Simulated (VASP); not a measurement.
# BN (P4_2/mnm) in VASP: notebook, part 2 of 2

VASP 6.6.1.

## Step 4: Single point, PBEsol

This run uses another cell than the first one, of 5.48 Å³/atom, 1.010 times its volume.

The input, INCAR:

```
ALGO = Normal
EDIFF = 1E-7
ENCUT = 520
GGA = PS
ISIF = 2
ISMEAR = 0
LASPH = T
LCHARG = T
LELF = T
LREAL = F
LVHAR = T
LWAVE = F
NBANDS = 26
NELM = 100
PREC = Accurate
SIGMA = 0.05
```

The input, KPOINTS:

```
k-points
0
Gamma
  6 6 10
```

The input, POSCAR:

```
BN
1.0
    4.4312000000      0.0000000000      0.0000000000
    0.0000000000      4.4312000000      0.0000000000
    0.0000000000      0.0000000000      2.2335000000
B N
4 4
Direct
    0.1741337327      0.8258662673      0.5000000000
    0.3258662673      0.3258662673      0.0000000000
    0.6741337327      0.6741337327      0.0000000000
    0.8258662673      0.1741337327      0.5000000000
    0.8123909516      0.8123909516      0.5000000000
    0.3123909516      0.6876090484      0.0000000000
    0.6876090484      0.3123909516      0.0000000000
    0.1876090484      0.1876090484      0.5000000000
```

Command:

```
> cat potpaw_PBE.64/B/POTCAR potpaw_PBE.64/N/POTCAR > POTCAR
> mpirun -np 1 vasp_std > vasp.out
```

Wall time 23 s (1 thread of Intel Xeon 6975P-C (Granite Rapids), shared host); peak memory 0.18 GiB.

It converged, with:

```yaml
Free_energy: -69.5741 eV
Pressure: 65.3 GPa
Largest_force: 1.891 eV/Å
Band_gap_on_the_k_mesh: 3.77 eV, indirect (least direct gap 5.39 eV)
```

Forces on the atoms (eV/Å):
```
B   -1.005  1.005  0.000
B    1.005  1.005  0.000
B   -1.005 -1.005  0.000
B    1.005 -1.005  0.000
N    1.337  1.337  0.000
N    1.337 -1.337  0.000
N   -1.337  1.337  0.000
N   -1.337 -1.337  0.000
```

Stress tensor (GPa, compression positive):
```
  9.17   0.00   0.00
  0.00   9.17   0.00
  0.00   0.00 177.55
```

Levels at points of the mesh, in eV from the valence-band top:
| k point | band 12 | band 13 | band 14 | band 15 | band 16 | band 17 | band 18 | band 19 | band 20 | band 21 |
| --- | --- | --- | --- | --- | --- | --- | --- | --- | --- | --- |
| (0.00, 0.00, 0.00) | -1.58 | -1.10 | -1.10 | -0.53 | 0.00 | 6.35 | 6.35 | 7.19 | 7.56 | 8.69 |
| (0.50, 0.00, 0.00) | -2.79 | -2.26 | -2.26 | -0.84 | -0.84 | 6.34 | 6.34 | 8.28 | 8.28 | 11.18 |
| (0.50, 0.50, 0.00) | -4.69 | -2.15 | -2.15 | -1.69 | -1.69 | 6.52 | 6.52 | 10.04 | 10.04 | 11.42 |
| (0.00, 0.00, 0.50) | -5.44 | -5.34 | -5.34 | -3.93 | -3.93 | 5.69 | 5.69 | 9.64 | 9.64 | 10.81 |
| (0.50, 0.00, 0.50) | -5.40 | -4.11 | -4.11 | -3.42 | -3.42 | 6.38 | 6.38 | 8.05 | 8.05 | 8.58 |
| (0.50, 0.50, 0.50) | -4.84 | -3.45 | -3.45 | -3.43 | -3.43 | 5.82 | 5.82 | 6.29 | 6.29 | 7.53 |

Caveat: the PAW data sets were made with another functional, which shifts forces and pressure a little.

## Step 5: Single point, PBEsol

This run uses another cell than the first one, of 5.51 Å³/atom, 1.016 times its volume.

The input, INCAR:

```
PREC = Accurate ; ENCUT = 520
EDIFF = 1E-6 ; ISMEAR = 0
SIGMA = 0.05 ; LREAL = False
LASPH = True ; NELM = 80
ALGO = Normal ; ISIF = 2
LWAVE = False ; LCHARG = False
GGA = PS ; NBANDS = 26
```

The input, KPOINTS:

```
regular mesh
0
Gamma
  6 6 10
```

POSCAR: that of step 4 with these lines changed.

```diff
@@ -2,5 +2,5 @@
 1.0
-    4.4312000000      0.0000000000      0.0000000000
-    0.0000000000      4.4312000000      0.0000000000
-    0.0000000000      0.0000000000      2.2335000000
+    4.2993000000      0.0000000000      0.0000000000
+    0.0000000000      4.2993000000      0.0000000000
+    0.0000000000      0.0000000000      2.3858000000
 B N
```

Command:

```
> cat potpaw_PBE.64/B/POTCAR potpaw_PBE.64/N/POTCAR > POTCAR
> mpirun -np 1 vasp_std > vasp.out
```

Run time: 18 s. Hardware: 1 thread of Intel Xeon 6975P-C (Granite Rapids), shared host; peak memory 0.18 GiB.

It converged, with:

```
Free energy            : -71.5614 eV
Pressure               : 51.0 GPa
Largest force          : 0.475 eV/Å
Band gap on the k mesh : 4.55 eV, indirect (least direct gap 5.84 eV)
```

Forces on the atoms (eV/Å):
```
B   -0.336  0.336  0.000
B    0.336  0.336  0.000
B   -0.336 -0.336  0.000
B    0.336 -0.336  0.000
N    0.298  0.298  0.000
N    0.298 -0.298  0.000
N   -0.298  0.298  0.000
N   -0.298 -0.298  0.000
```

Stress tensor (GPa, compression positive):
```
34.34  0.00  0.00
 0.00 34.34  0.00
 0.00  0.00 84.38
```

Levels at points of the mesh, in eV from the valence-band top:
| k point | band 13 | band 14 | band 15 | band 16 | band 17 | band 18 | band 19 | band 20 |
| --- | --- | --- | --- | --- | --- | --- | --- | --- |
| (0.00, 0.00, 0.00) | -0.11 | -0.02 | 0.00 | 0.00 | 8.58 | 8.58 | 8.67 | 8.76 |
| (0.50, 0.00, 0.00) | -1.33 | -1.33 | -1.16 | -1.16 | 8.44 | 8.44 | 9.29 | 9.29 |
| (0.50, 0.50, 0.00) | -2.87 | -2.87 | -2.24 | -2.24 | 7.84 | 7.84 | 9.71 | 9.71 |
| (0.00, 0.00, 0.50) | -4.68 | -4.68 | -3.58 | -3.58 | 6.48 | 6.48 | 10.80 | 10.80 |
| (0.50, 0.00, 0.50) | -3.86 | -3.86 | -2.52 | -2.52 | 7.20 | 7.20 | 9.08 | 9.08 |
| (0.50, 0.50, 0.50) | -3.16 | -3.16 | -2.77 | -2.77 | 6.55 | 6.55 | 7.49 | 7.49 |

Caveat: the PAW data sets were made with another functional, which shifts forces and pressure a little.

## Step 6: Single point, PBEsol

This run uses another cell than the first one, of 5.50 Å³/atom, 1.013 times its volume.

The input, INCAR:

```
ALGO = Normal
EDIFF = 1E-6
ENCUT = 520
GGA = PS
ISIF = 2
ISMEAR = 0
LASPH = T
LCHARG = F
LREAL = F
LWAVE = F
NBANDS = 26
NELM = 80
PREC = Accurate
SIGMA = 0.05
```

The input, KPOINTS:

```
k-points
0
Gamma
  6 6 10
```

POSCAR: that of step 5 with these lines changed.

```diff
@@ -2,5 +2,5 @@
 1.0
-    4.2993000000      0.0000000000      0.0000000000
-    0.0000000000      4.2993000000      0.0000000000
-    0.0000000000      0.0000000000      2.3858000000
+    4.3652000000      0.0000000000      0.0000000000
+    0.0000000000      4.3652000000      0.0000000000
+    0.0000000000      0.0000000000      2.3096000000
 B N
```

Potentials or basis: VASP PAW PBE potentials, release 64 (B, N).

Command:

```
> cat potpaw_PBE.64/B/POTCAR potpaw_PBE.64/N/POTCAR > POTCAR
> mpirun -np 1 vasp_std > vasp.out
```

OUTCAR:

```text
EDIFF = 1E-6
   ENCUT = 520
   GGA = PS
   ISIF = 2
   ISMEAR = 0
   LASPH = T
   LREAL = F
   NELM = 80
   PREC = Accurate

 ion  position               nearest neighbor table
   1  0.174  0.826  0.500-   6 1.44   6 1.44   8 1.58   5 1.58   4 2.15
   2  0.326  0.326  0.000-   8 1.44   8 1.44   6 1.58   7 1.58   3 2.15
   3  0.674  0.674  0.000-   5 1.44   5 1.44   7 1.58   6 1.58   2 2.15
   4  0.826  0.174  0.500-   7 1.44   7 1.44   8 1.58   5 1.58   1 2.15
   5  0.812  0.812  0.500-   3 1.44   3 1.44   4 1.58   1 1.58
   6  0.312  0.688  0.000-   1 1.44   1 1.44   3 1.58   2 1.58
   7  0.688  0.312  0.000-   4 1.44   4 1.44   2 1.58   3 1.58
   8  0.188  0.188  0.500-   2 1.44   2 1.44   4 1.58   1 1.58

  LATTYP: Found a simple tetragonal cell.
 ALAT       =     4.3652000000
 C/A-ratio  =     0.5290937414

  Lattice vectors:

 A1 = (   4.3652000000,   0.0000000000,   0.0000000000)
 A2 = (   0.0000000000,   4.3652000000,   0.0000000000)
 A3 = (   0.0000000000,   0.0000000000,   2.3096000000)

Analysis of symmetry for initial positions (statically):
=====================================================================
 Subroutine PRICEL returns:
 Original cell was already a primitive cell.

 Routine SETGRP: Setting up the symmetry group for a
 simple tetragonal supercell.

 Subroutine GETGRP returns: Found 16 space group operations
 (whereof  8 operations were pure point group operations)
 out of a pool of 16 trial point group operations.

The static configuration has the point symmetry D_2h.
 The point group associated with its full space group is D_4h.

Analysis of symmetry for dynamics (positions and initial velocities):
=====================================================================
 Subroutine PRICEL returns:
 Original cell was already a primitive cell.

 Routine SETGRP: Setting up the symmetry group for a
 simple tetragonal supercell.

 Subroutine GETGRP returns: Found 16 space group operations
 (whereof  8 operations were pure point group operations)
 out of a pool of 16 trial point group operations.
[... 139 lines left out ...]
   GGA     = PS    functional components
   LHFCALC =     F    Hartree Fock is set to
   AEXX    =    0.0000 exact exchange contribution
   IVDW    =     0    specifies the selected vdW correction
   LEPSILON=     F    determine dielectric tensor
   LRPA    =     F    only Hartree local field effects (RPA)
 non-spin polarized calculation
 Gauss-broadening in eV      SIGMA  =   0.05
  energy-cutoff  :      520.00
  volume of cell :       44.01
 maximum number of plane-waves:      1208
   NGX = 17   NGY = 17   NGZ =  9

 number of electron      32.0000012 magnetization

 Free energy of the ion-electron system (eV)
  ---------------------------------------------------
  ext. energy  EPLUGINS =         0.00000000
  ---------------------------------------------------
  free energy    TOTEN  =       -70.84928936 eV

  energy without entropy =      -70.84928936  energy(sigma->0) =      -70.84928936

 E-fermi :   8.6604     XC(G=0): -13.2492

 val. band max:        8.3612553139   @ k =   0.0000   0.0000   0.0000
 cond. band min:      12.6322830045   @ k =   0.0000   0.0000   0.3000
 fundamental gap:      4.2710276905
 Fermi energy:         8.6603647623

 k-point     1 :       0.0000    0.0000    0.0000
  band No.  band energies     occupation
      1     -13.1587      2.00000
      2      -9.0401      2.00000
      3      -9.0401      2.00000
      4      -8.5206      2.00000
      5      -2.9764      2.00000
      6      -2.2537      2.00000
[... 685 lines left out ...]
     25      22.4494      0.00000
     26      22.4494      0.00000

 [... further k-points ...]

------------------------ aborting loop because EDIFF is reached ----------------------------------------

  FORCE on cell =-STRESS in cart. coord.  units (eV):
  Direction    XX          YY          ZZ          XY          YZ          ZX
  --------------------------------------------------------------------------------------
  -------------------------------------------------------------------------------------
  Total        5.8000173      5.8000173     35.1039662      0.0000000      0.0000000      0.0000000
  in kB      211.1518101    211.1518101   1277.9730811      0.0000000      0.0000000      0.0000000
  external PRESSURE =     566.7589004 kB  Pullay stress =       0.0000000 kB

 VOLUME and BASIS-vectors are now :
 -----------------------------------------------------------------------------
  energy-cutoff  :      520.00
  volume of cell :       44.01
      direct lattice vectors                 reciprocal lattice vectors
     4.365200000  0.000000000  0.000000000     0.229084578  0.000000000  0.000000000
     0.000000000  4.365200000  0.000000000     0.000000000  0.229084578  0.000000000
     0.000000000  0.000000000  2.309600000     0.000000000  0.000000000  0.432975407

 POSITION                                       TOTAL-FORCE (eV/Angst)
 -----------------------------------------------------------------------------------
      0.76013      3.60507      1.15480        -0.668790      0.668790     -0.000000
      1.42247      1.42247      0.00000         0.668790      0.668790     -0.000000
      2.94273      2.94273      0.00000        -0.668790     -0.668790      0.000000
      3.60507      0.76013      1.15480         0.668790     -0.668790      0.000000
      3.54625      3.54625      1.15480         0.830312      0.830312     -0.000000
      1.36365      3.00155      0.00000         0.830312     -0.830312      0.000000
      3.00155      1.36365      0.00000        -0.830312      0.830312     -0.000000
      0.81895      0.81895      1.15480        -0.830312     -0.830312      0.000000
 -----------------------------------------------------------------------------------
    total drift:                                0.000000     -0.000000     -0.000000

  FREE ENERGIE OF THE ION-ELECTRON SYSTEM (eV)
  ---------------------------------------------------
  free  energy   TOTEN  =       -70.8492893646 eV

  energy  without entropy=      -70.8492893646  energy(sigma->0) =      -70.84928936
```

OSZICAR:

```text
N       E                     dE             d eps       ncg     rms          rms(c)
DAV:   1     0.117381760585E+03    0.11738E+03   -0.17310E+04  3120   0.122E+03
DAV:   2    -0.692348545718E+02   -0.18662E+03   -0.17194E+03  4144   0.295E+02
DAV:   3    -0.761482925042E+02   -0.69134E+01   -0.68648E+01  4216   0.536E+01
DAV:   4    -0.761913259930E+02   -0.43033E-01   -0.42999E-01  3846   0.447E+00
DAV:   5    -0.761916901142E+02   -0.36412E-03   -0.36401E-03  4136   0.392E-01    0.152E+01
DAV:   6    -0.715080708094E+02    0.46836E+01   -0.86984E+00  3818   0.178E+01    0.737E+00
DAV:   7    -0.709534475923E+02    0.55462E+00   -0.98004E-01  3854   0.612E+00    0.422E+00
DAV:   8    -0.708521376133E+02    0.10131E+00   -0.18656E-01  3674   0.273E+00    0.414E-01
DAV:   9    -0.708490726120E+02    0.30650E-02   -0.11712E-02  3878   0.778E-01    0.233E-01
DAV:  10    -0.708492858305E+02   -0.21322E-03   -0.63966E-04  3862   0.167E-01    0.439E-02
DAV:  11    -0.708492858234E+02    0.71836E-08   -0.10771E-04  3856   0.657E-02    0.170E-02
DAV:  12    -0.708492892940E+02   -0.34706E-05   -0.83415E-06  3914   0.210E-02    0.316E-03
DAV:  13    -0.708492893646E+02   -0.70657E-07   -0.35307E-07  2156   0.456E-03
   1 F= -.70849289E+02 E0= -.70849289E+02  d E =-.224997E-19
```

It took 18 s on 1 thread of Intel Xeon 6975P-C (Granite Rapids), shared host; peak memory 0.17 GiB.

Results:

```
Free energy            : -70.8493 eV
Pressure               : 56.7 GPa
Largest force          : 1.174 eV/Å
Band gap on the k mesh : 4.27 eV, indirect (least direct gap 5.82 eV)
```

Forces on the atoms (eV/Å):
```
B   -0.669  0.669  0.000
B    0.669  0.669  0.000
B   -0.669 -0.669  0.000
B    0.669 -0.669  0.000
N    0.830  0.830  0.000
N    0.830 -0.830  0.000
N   -0.830  0.830  0.000
N   -0.830 -0.830  0.000
```

Levels at points of the mesh, in eV from the valence-band top:
| k point | band 12 | band 13 | band 14 | band 15 | band 16 | band 17 | band 18 | band 19 | band 20 | band 21 |
| --- | --- | --- | --- | --- | --- | --- | --- | --- | --- | --- |
| (0.00, 0.00, 0.00) | -1.77 | -0.42 | -0.42 | -0.13 | 0.00 | 7.59 | 7.59 | 8.29 | 8.43 | 9.41 |
| (0.50, 0.00, 0.00) | -3.14 | -1.66 | -1.66 | -0.94 | -0.94 | 7.57 | 7.57 | 8.93 | 8.93 | 10.69 |
| (0.50, 0.50, 0.00) | -3.82 | -2.44 | -2.44 | -1.90 | -1.90 | 7.32 | 7.32 | 10.16 | 10.16 | 11.07 |
| (0.00, 0.00, 0.50) | -5.25 | -4.97 | -4.97 | -3.67 | -3.67 | 6.20 | 6.20 | 10.31 | 10.31 | 11.55 |
| (0.50, 0.00, 0.50) | -5.06 | -3.89 | -3.89 | -2.90 | -2.90 | 6.89 | 6.89 | 8.66 | 8.66 | 9.29 |
| (0.50, 0.50, 0.50) | -4.30 | -3.20 | -3.20 | -3.03 | -3.03 | 6.27 | 6.27 | 6.98 | 6.98 | 8.11 |

Caveat: the PAW data sets were made with another functional, which shifts forces and pressure a little. A k mesh can miss the band edges.

## Step 7: The runs side by side

| cell | gap on the mesh (eV) | pressure (GPa) | largest force (eV/Å) |
| --- | --- | --- | --- |
| a = 4.266, b = 4.266, c = 2.386 Å, 8 atoms | 4.51 | 59.0 | 0.44 |
| a = 4.332, b = 4.332, c = 2.310 Å, 8 atoms | 4.31 | 64.4 | 1.11 |
| a = 4.431, b = 4.431, c = 2.233 Å, 8 atoms | 3.77 | 65.3 | 1.89 |
| a = 4.299, b = 4.299, c = 2.386 Å, 8 atoms | 4.55 | 51.0 | 0.48 |
| a = 4.365, b = 4.365, c = 2.310 Å, 8 atoms | 4.27 | 56.7 | 1.17 |

Alike in all rows: task single point; level PBEsol; potentials or basis VASP PAW PBE potentials, release 64 (B, N); no spin polarisation; k mesh 6 × 6 × 10; cutoff (eV) 520; smearing gaussian 0.05 eV.

Caveats: the PAW data sets were made with another functional, which shifts forces and pressure a little.

Absolute energies hang on the potentials; compare differences alone.
